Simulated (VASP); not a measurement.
**C: single point with LDA**

The system is C.

```
CELL_PARAMETERS angstrom
1.94867 0.00000 0.00000
-0.97434 1.68760 0.00000
0.00000 0.00000 1.55055
ATOMIC_POSITIONS crystal
C 0.00000 0.00000 0.00000
```

```
Program             : VASP 6.6.1
Task                : single point
Functional          : LDA
Potentials or basis : VASP PAW LDA potentials, release 64 (C)
Cutoff              : 520 eV
k mesh              : 22 × 22 × 21
Occupations         : fermi-dirac, width 0.1 eV
Spin                : no spin polarisation
```

```
Pressure               : 25.3 GPa
Band gap on the k mesh : zero (band 2 reaches 20.87 eV, above the bottom of band 3 at 4.30 eV)
```

Stress tensor (GPa, compression positive):
```
25.19  0.00  0.00
 0.00 25.19  0.00
 0.00  0.00 25.60
```

Levels at points of the mesh, in eV from the Fermi level:
```tsv
k point	band 1	band 2	band 3	band 4	band 5	band 6	band 7
(0.00, 0.00, 0.00)	-23.35	7.63	7.63	17.27	28.15	31.03	31.03
(0.50, 0.00, 0.00)	-12.72	-12.62	2.81	18.13	19.83	39.16	49.80
```

It took 5.7 s on 1 thread of Intel(R) Xeon(R) 6975P-C (Granite Rapids), on a shared host, peak memory 0.12 GiB.
